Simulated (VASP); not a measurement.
# Al: single point with PBE0

Al:

```
Al
1.0
     2.72176    0.00000    0.00000
     0.00000    2.72176    0.00000
     0.00000    0.00000    2.72176
Al
1
Direct
  0.00000 0.00000 0.00000
```

This isn't the form of Al at room conditions, which is fcc.

```
Program             : VASP 6.6.1
Task                : single point
Functional          : PBE0
Potentials or basis : VASP PAW PBE potentials, release 64 (Al)
Cutoff              : 520 eV
k mesh              : 5 × 5 × 5
Occupations         : fermi-dirac, width 0.1 eV
Spin                : no spin polarisation
```

- Pressure: -1.2 GPa
- Band gap on the k mesh: zero (an odd number of electrons rules out a gap without spin polarisation)

Levels at points of the mesh, in eV from the Fermi level:
```csv
k point,band 1,band 2,band 3,band 4,band 5,band 6
"(0.00, 0.00, 0.00)",-11.15,9.51,9.51,10.64,10.64,10.64
```

Wall time 37 s on 1 thread of Intel Xeon 8259CL, with other jobs on the host, peak memory 0.12 GiB.

Caveat: the k points lie up to 0.46 Å⁻¹ apart, too coarse for converged energies and pressures of a metal; the PAW data sets were made with another functional, which shifts forces and pressure a little.
